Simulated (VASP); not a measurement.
Write the native input for VASP 6.6.1 that does the following.

| Property | Result |
| --- | --- |
| Task | single point |
| Functional | PBE |
| Potentials or basis | VASP PAW PBE potentials, release 64 (B, P) |
| Cutoff | 520 eV |
| k mesh | 6 × 6 × 6 |
| Occupations | gaussian, width 0.001 eV |
| Spin | no spin polarisation |
| Dipole correction | no |
| Further INCAR settings | ALGO = Normal; EDIFF = 1e-07; NBANDS = 11 |

The structure of BP lies in POSCAR:

```
BP
1.0
    0.0000000000      2.2683156724      2.2683156724
    2.2683156724      0.0000000000      2.2683156724
    2.2683156724      2.2683156724      0.0000000000
B P
1 1
Direct
    0.0000000000      0.0000000000      0.0000000000
    0.2500000000      0.2500000000      0.2500000000
```

The input as run:

INCAR

```
  PREC = Accurate
  ENCUT = 520
  EDIFF = 1E-7
  ISMEAR = 0
  SIGMA = 0.001
  LREAL = F
  LASPH = T
  NELM = 100
  ALGO = Normal
  ISIF = 2
  LWAVE = F
  LCHARG = F
  GGA = PE
  NBANDS = 11
```

KPOINTS

```
Automatic mesh
0
Gamma
  6 6 6
```

Potentials or basis: VASP PAW PBE potentials, release 64 (B, P).

The run is started by

```bash
$ cat potpaw_PBE.64/B/POTCAR potpaw_PBE.64/P/POTCAR > POTCAR
$ mpirun -np 1 vasp_std > vasp.out
```

It gave:

| Item | Value |
| --- | --- |
| Pressure | 1.2 GPa |
| Band gap on the k mesh | 1.33 eV, indirect (least direct gap 3.40 eV) |

Run time: 8.3 s on 1 thread of Intel Xeon 8259CL (shared host), peak memory 0.13 GiB.
